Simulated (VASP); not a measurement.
# CaO (Fm-3m) in VASP: notebook

Aim: see how the results for CaO move with the level of theory and the settings. Levels: BLYP+D3(BJ), BLYP+D4. Tasks: relaxation of cell and atoms.

All numbers are computed with VASP 6.6.1; they aren't measurements. Logs are shortened: lines on timing, memory, paths and dates and some standing lists are left out, and cuts for length are marked.

### 1 The cell of the first run

Symmetry: Fm-3m, No. 225, cubic system. Conventional cell: a = 4.807 Å, b = 4.807 Å, c = 4.807 Å, α = 90.00°, β = 90.00°, γ = 90.00°. Ca (site symmetry m-3m) has 6 O at 2.40 Å within 3.2 Å. O (site symmetry m-3m) has 6 Ca at 2.40 Å within 3.2 Å.

### 2 Relaxation of cell and atoms, BLYP+D3(BJ)

Input file INCAR:

```
PREC     = Accurate       # precision mode
ENCUT    = 600            # plane-wave cutoff, eV
EDIFF    = 1E-6           # SCF threshold, eV
ISMEAR   = -1             # smearing method
SIGMA    = 0.05           # smearing width, eV
LREAL    = F              # projectors in reciprocal space
LASPH    = T              # aspherical terms in the spheres
NELM     = 100            # most SCF steps
ALGO     = Normal         # electronic algorithm
ISIF     = 3              # what is computed and relaxed
LWAVE    = F              # write WAVECAR
LCHARG   = F              # write CHGCAR
GGA      = B5             # functional
ALDAX    = 1.0          
AGGAX    = 1.0          
AGGAC    = 1.0          
ALDAC    = 0.0          
IVDW     = 12             # dispersion correction
VDW_S6   = 1.0          
VDW_S8   = 2.6996       
VDW_A1   = 0.4298       
VDW_A2   = 4.2359       
IBRION   = 2              # ionic algorithm
NSW      = 60             # ionic steps
EDIFFG   = -0.01          # ionic threshold
```

Input file KPOINTS:

```
regular mesh
0
Gamma
  10 10 10
```

Input file POSCAR:

```
CaO
1.0
    0.0000000000      2.4035556960      2.4035556960
    2.4035556960      0.0000000000      2.4035556960
    2.4035556960      2.4035556960      0.0000000000
Ca O
1 1
Direct
    0.0000000000      0.0000000000      0.0000000000
    0.5000000000      0.5000000000      0.5000000000
```

Potentials or basis: VASP PAW PBE potentials, release 64 (Ca_sv, O).

Launch:

```console
$ cat potpaw_PBE.64/Ca_sv/POTCAR potpaw_PBE.64/O/POTCAR > POTCAR
$ mpirun -np 1 vasp_std > vasp.out
```

OUTCAR:

```text
PREC = Accurate
   ENCUT = 600
   EDIFF = 1E-6
   ISMEAR = -1
   LREAL = F
   LASPH = T
   NELM = 100
   ISIF = 3
   GGA = B5
   IVDW = 12
   IBRION = 2
   NSW = 60
   EDIFFG = -0.01
 IVDW          = 12

 ion  position               nearest neighbor table
   1  0.000  0.000  0.000-   2 2.40   2 2.40   2 2.40   2 2.40   2 2.40   2 2.40
   2  0.500  0.500  0.500-   1 2.40   1 2.40   1 2.40   1 2.40   1 2.40   1 2.40

  LATTYP: Found a face centered cubic cell.
 ALAT       =     4.8071113920

  Lattice vectors:

 A1 = (   0.0000000000,   2.4035556960,   2.4035556960)
 A2 = (   2.4035556960,   0.0000000000,   2.4035556960)
 A3 = (   2.4035556960,   2.4035556960,   0.0000000000)

Analysis of symmetry for initial positions (statically):
=====================================================================
 Subroutine PRICEL returns:
 Original cell was already a primitive cell.

 Routine SETGRP: Setting up the symmetry group for a
 face centered cubic supercell.

 Subroutine GETGRP returns: Found 48 space group operations
 (whereof 48 operations were pure point group operations)
 out of a pool of 48 trial point group operations.

The static configuration has the point symmetry O_h .

Analysis of symmetry for dynamics (positions and initial velocities):
=====================================================================
 Subroutine PRICEL returns:
 Original cell was already a primitive cell.

 Routine SETGRP: Setting up the symmetry group for a
 face centered cubic supercell.

 Subroutine GETGRP returns: Found 48 space group operations
 (whereof 48 operations were pure point group operations)
 out of a pool of 48 trial point group operations.

The dynamic configuration has the point symmetry O_h .

 Subroutine INISYM returns: Found 48 space group operations
 (whereof 48 operations are pure point group operations),
 and found     1 'primitive' translations

----------------------------------------------------------------------------------------

                                     Primitive cell

  volume of cell :      27.7711

  direct lattice vectors                    reciprocal lattice vectors
     0.000000000  2.403555696  2.403555696    -0.208025136  0.208025136  0.208025136
     2.403555696  0.000000000  2.403555696     0.208025136 -0.208025136  0.208025136
     2.403555696  2.403555696  0.000000000     0.208025136  0.208025136 -0.208025136

  length of vectors
     3.399141063  3.399141063  3.399141063     0.360310104  0.360310104  0.360310104

  position of ions in fractional coordinates (direct lattice)
     0.000000000  0.000000000  0.000000000
     0.500000000  0.500000000  0.500000000
[... 72 lines left out ...]
   LNONCOLLINEAR =      F non collinear calculations
   LSORBIT =      F    spin-orbit coupling
   LASPH  =      T    aspherical Exc in radial PAW
   ENCUT  =  600.0 eV  44.10 Ry    6.64 a.u.   6.79  6.79  6.79*2*pi/ulx,y,z
   NELM   =    100;   NELMIN=  2; NELMDL= -5     # of ELM steps
   EDIFF  = 0.1E-05   stopping-criterion for ELM
   LREAL  =      F    real-space projection
   EDIFFG = -.1E-01   stopping-criterion for IOM
   NSW    =     60    number of steps for IOM
   IBRION =      2    ionic relax: 0-MD 1-quasi-New 2-CG
   NFREE  =      1    steps in history (QN), initial steepest desc. (CG)
   ISIF   =      3    stress and relaxation
   ISYM   =      2    0-nonsym 1-usesym 2-fastsym
   POTIM  = 0.5000    time-step for ionic-motion
   TEBEG  =    0.0;   TEEND  =   0.0 temperature during run
   PSTRESS=    0.0 pullay stress
   NELECT =      16.0000    total number of electrons
   NUPDOWN=      -1.0000    fix difference up-down
   EMIN   =  10.00;   EMAX   =-10.00  energy-range for DOS
   EFERMI =   0.00;   METHOD = LEGACY
   ISMEAR =    -1;   SIGMA  =   0.05  broadening in eV -4-tet -1-fermi 0-gaus
   EFERMI_NEDOS =   21; number of points for ismear=-14 and -15
   IALGO  =     38    algorithm
   IMIX   =      4    mixing-type and parameters
     AMIX     =   0.40;   BMIX     =  1.00
     AMIX_MAG =   1.60;   BMIX_MAG =  1.00
  volume/ion in A,a.u.               =      13.89        93.70
  Fermi-wavevector in a.u.,A,eV,Ry     =   1.362231  2.574243 25.247954  1.855672
  Thomas-Fermi vector in A             =   2.488738
   LORBIT       =      0    0 simple, 1 ext, 2 COOP (PROOUT), +10 PAW based schemes
   GGA     = B5    functional components
   LHFCALC =     F    Hartree Fock is set to
   AEXX    =    0.0000 exact exchange contribution
   IVDW    =    12    specifies the selected vdW correction
   LEPSILON=     F    determine dielectric tensor
   LRPA    =     F    only Hartree local field effects (RPA)
 conjugate gradient relaxation of ions
 non-spin polarized calculation
  energy-cutoff  :      600.00
  volume of cell :       27.77
 maximum number of plane-waves:       941
   NGX = 13   NGY = 13   NGZ = 13

--------------------------------------- Ionic step        1  -------------------------------------------

 number of electron      15.9999997 magnetization

 Free energy of the ion-electron system (eV)
  ---------------------------------------------------
  ext. energy  EPLUGINS =         0.00000000
  ---------------------------------------------------
  free energy    TOTEN  =       -12.28556572 eV

  energy without entropy =      -12.28556572  energy(sigma->0) =      -12.28556572

------------------------ aborting loop because EDIFF is reached ----------------------------------------

 Edisp (eV)   -1.25374

 E8    (eV) :    -0.9329
[... 71 lines left out ...]
--------------------------------------- Ionic step        3  -------------------------------------------

 number of electron      15.9999997 magnetization

 Free energy of the ion-electron system (eV)
  ---------------------------------------------------
  ext. energy  EPLUGINS =         0.00000000
  ---------------------------------------------------
  free energy    TOTEN  =       -12.26148285 eV

  energy without entropy =      -12.26148285  energy(sigma->0) =      -12.26148285

 E-fermi :   3.8087     XC(G=0): -10.1358

 val. band max:        2.7967673864   @ k =   0.0000   0.0000   0.0000
 cond. band min:       6.5225405529   @ k =   0.5000   0.5000   0.0000
 fundamental gap:      3.7257731664
 Fermi energy:         3.8086678557

 k-point     1 :       0.0000    0.0000    0.0000
  band No.  band energies     occupation
      1     -34.7354      2.00000
      2     -15.5814      2.00000
      3     -15.5814      2.00000
      4     -15.5814      2.00000
      5     -12.6719      2.00000
      6       2.7968      2.00000
      7       2.7968      2.00000
      8       2.7968      2.00000
      9       7.9725      0.00000
     10       9.0245      0.00000
     11       9.0245      0.00000
     12       9.0245      0.00000
[... 331 lines left out ...]
 k-point    24 :       0.4000    0.3000    0.0000
  band No.  band energies     occupation
      1     -34.6168      2.00000
      2     -16.2625      2.00000
      3     -15.7923      2.00000
      4     -15.7637      2.00000
      5     -12.1390      2.00000
      6       1.1495      2.00000
      7       2.2503      2.00000
      8       2.3465      2.00000
      9       7.1869      0.00000
     10      10.6867      0.00000
     11      11.5844      0.00000
     12      11.6755      0.00000

 [... further k-points ...]

------------------------ aborting loop because EDIFF is reached ----------------------------------------

 Edisp (eV)   -1.28274

 E8    (eV) :    -0.9544
[... 25 lines left out ...]
  FREE ENERGIE OF THE ION-ELECTRON SYSTEM (eV)
  ---------------------------------------------------
  free  energy   TOTEN  =       -13.5442192854 eV

  energy  without entropy=      -13.5442192854  energy(sigma->0) =      -13.54421929

 reached required accuracy - stopping structural energy minimisation
```

Wall time 41 s (1 thread of Intel Xeon 6975P-C (Granite Rapids), shared host); peak memory 0.19 GiB.

What came out:

| Item | Value |
| --- | --- |
| Free energy | -13.5442 eV |
| Relaxed volume | 13.58 Å³/atom |
| Relaxed cell | a = 3.374 Å, b = 3.374 Å, c = 3.374 Å, α = 60.00°, β = 60.00°, γ = 60.00° |
| Space group after relaxing (to 0.1 Å) | Fm-3m (No. 225) |
| Energy gained by relaxing | 2.5 meV/atom |
| Ionic steps | 3 |
| Pressure after relaxing | 0.0 GPa |
| Band gap on the k mesh | 3.73 eV (least direct gap 4.09 eV) |
| Dispersion energy per atom | -0.641 eV |

The path:
```csv
step,energy change (eV),largest force (eV/Å),pressure (GPa),volume (Å³)
1,0.0000,0.0000,-2.55,27.77
2,-0.0040,0.0000,1.13,26.89
3,-0.0049,0.0000,-0.03,27.16
```

Final structure:
```
Ca O
1.0
     0.00000    2.38568    2.38568
     2.38568    0.00000    2.38568
     2.38568    2.38568    0.00000
Ca O
1 1
Cartesian
  0.0000 0.0000 0.0000
  2.3857 2.3857 2.3857
```

Caveat: the PAW data sets were made with another functional, which shifts forces and pressure a little.

(Continued in part 2 of 2.)
